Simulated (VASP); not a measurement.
# Si (a cell with a defect) in VASP: notebook, part 2 of 2

VASP 6.6.1.

### Step 3. Single point, LDA

INCAR reads:

```
SYSTEM = Si
  PREC = Accurate
  ENCUT = 520
  EDIFF = 1E-6
  ISMEAR = 0
  SIGMA = 0.02
  LREAL = Auto
  LASPH = .TRUE.
  NELM = 60
  ALGO = Normal
  ISIF = 2
  LWAVE = .FALSE.
  LCHARG = .FALSE.
  GGA = CA
  NBANDS = 83
  NELECT = 126.0
```

KPOINTS reads:

```
Automatic mesh
0
Gamma
  2 2 2
  0.5 0.5 0.5
```

POSCAR reads:

```
Si
1.0
   -5.4019422754     -5.4019422754      5.4019422754
    5.4019422754     -5.4019422754     -5.4019422754
    5.4019422754      5.4019422754      5.4019422754
Si
31
Direct
    0.2499999873      0.7500000543      0.5348371665
    0.0015054770      0.7500000543     -0.0082845202
    0.4917154543      0.5015054515      0.7500000543
    0.2500000798      0.5015054515     -0.0082845202
    0.0082845202      0.5082845873      0.2597899845
    0.7500000543      0.7500000543      0.2500000798
    0.4917154543      0.7500000543      0.5015054515
    0.0015054770     -0.0082845202      0.7500000543
    0.7500000543      0.2500000798      0.7500000543
    0.4984945900      0.2402100826     -0.0015053845
    0.2500000798      0.2500000798      0.2500000798
    0.0082845202      0.2597899845      0.5082845873
    0.7597900516      0.5082845873      0.5082845873
    0.7402100571     -0.0015053845     -0.0015053845
    0.4984945900     -0.0015053845      0.2402100826
    0.2500000798     -0.0082845202      0.5015054515
    0.0348370994      0.7499999618      0.7499999618
    0.5027760131      0.5023125686      0.5023125686
    0.2499999873      0.5348371665      0.7500000543
    0.0023125941      0.5023125686      0.0027760385
    0.7504635913      0.7500000543     -0.0023125016
    0.4976874729      0.7499999618      0.2504635242
    0.0023125941      0.0027760385      0.5023125686
    0.7495365173      0.2495365428      0.4972239360
    0.4976874729      0.2504635242      0.7499999618
    0.2499999873      0.2504635242     -0.0023125016
   -0.0027760385      0.2495365428      0.2495365428
    0.7495365173      0.4972239360      0.2495365428
    0.7504635913     -0.0023125016      0.7500000543
    0.4651628751     -0.0348370994     -0.0348370994
    0.2499999873     -0.0023125016      0.2504635242
```

Potentials or basis: VASP PAW LDA potentials, release 64 (Si).

Command:

```
> cat potpaw_LDA.64/Si/POTCAR > POTCAR
> mpirun -np 1 vasp_std > vasp.out
```

OUTCAR:

```text
SYSTEM = Si
   PREC = Accurate
   ENCUT = 520
   EDIFF = 1E-6
   ISMEAR = 0
   LREAL = Auto
   LASPH = .TRUE.
   NELM = 60
   ISIF = 2
   GGA = CA
   NELECT = 126.0

 ion  position               nearest neighbor table
   1  0.250  0.750  0.535-  16 2.38   7 2.38   5 2.38
   2  0.002  0.750  0.992-  31 2.36  20 2.36  21 2.37  17 2.38
   3  0.492  0.502  0.750-  18 2.36  21 2.36  25 2.37  19 2.38
   4  0.250  0.502  0.992-  22 2.36  20 2.36  26 2.37  19 2.38
   5  0.008  0.508  0.260-  28 2.36  27 2.36  20 2.37   1 2.38
   6  0.750  0.750  0.250-  23 2.36  22 2.36  28 2.36  21 2.36
[... 417 lines left out ...]
  Total        8.6625390      8.6625390      8.6625390      0.0000000     -0.0000000     -0.0000000
  in kB       22.0113143     22.0113143     22.0113143      0.0000000     -0.0000000     -0.0000000
  external PRESSURE =      22.0113143 kB  Pullay stress =       0.0000000 kB

 VOLUME and BASIS-vectors are now :
 -----------------------------------------------------------------------------
  energy-cutoff  :      520.00
  volume of cell :      630.54
      direct lattice vectors                 reciprocal lattice vectors
    -5.401942275 -5.401942275  5.401942275     0.000000000 -0.092559301  0.092559301
     5.401942275 -5.401942275 -5.401942275     0.092559301 -0.092559301  0.000000000
     5.401942275  5.401942275  5.401942275     0.092559301  0.000000000  0.092559301

 POSITION                                       TOTAL-FORCE (eV/Angst)
 -----------------------------------------------------------------------------------
      5.59013     -2.51278      0.18819        -0.001138     -0.001138     -0.001138
      9.40051      1.29760      1.31387         0.001318      0.001318      0.001219
      4.10434     -1.31386      3.99857        -0.001318     -0.001219      0.001318
      6.71581      1.29760      3.99857         0.001219      0.001318      0.001318
      4.10434     -1.38711     -1.29760        -0.001318      0.001219     -0.001318
      1.35049     -6.75243      1.35049        -0.000000      0.000000     -0.000000
[... 23 lines left out ...]
      7.91473     -2.51278      2.51278         0.001138     -0.001138      0.001138
      5.39195     -5.38695     -2.68598         0.002709     -0.001920     -0.001920
 -----------------------------------------------------------------------------------
    total drift:                               -0.000820     -0.000230      0.000862

  FREE ENERGIE OF THE ION-ELECTRON SYSTEM (eV)
  ---------------------------------------------------
  free  energy   TOTEN  =      -169.1916525044 eV

  energy  without entropy=     -169.1810522269  energy(sigma->0) =     -169.18635237
```

Run time: 5 min. Hardware: 1 thread of Intel Xeon 8259CL, shared host; peak memory 0.5 GiB.

Results:

* Free energy: -169.1917 eV
* Largest force: 0.004 eV/Å

Forces in eV/Å, atoms in the order of the input:
```
Si  -0.001 -0.001 -0.001
Si   0.001  0.001  0.001
Si  -0.001 -0.001  0.001
Si   0.001  0.001  0.001
Si  -0.001  0.001 -0.001
Si   0.000  0.000  0.000
Si  -0.001 -0.001  0.001
Si   0.001 -0.001 -0.001
Si   0.000  0.000  0.000
Si   0.001 -0.001 -0.001
Si   0.000  0.000  0.000
Si  -0.001  0.001 -0.001
Si  -0.001  0.001 -0.001
Si  -0.001 -0.001  0.001
Si   0.001  0.001  0.001
Si   0.001 -0.001 -0.001
Si   0.001  0.001 -0.001
Si  -0.003  0.002 -0.002
Si  -0.001  0.001  0.001
Si  -0.002  0.003 -0.002
Si   0.002  0.002  0.003
Si  -0.002 -0.002  0.003
Si  -0.002  0.002 -0.003
Si   0.002  0.003  0.002
Si  -0.002 -0.003  0.002
Si   0.003  0.002  0.002
Si  -0.003 -0.002  0.002
Si   0.002 -0.002 -0.003
Si   0.002 -0.003 -0.002
Si   0.001 -0.001  0.001
Si   0.003 -0.002 -0.002
```

Caveat: the k points lie up to 0.41 Å⁻¹ apart; the cell carries a net charge on a neutralising background, which shifts energy and pressure; the cell is charged against a uniform background, so pressure and absolute levels hang on convention.
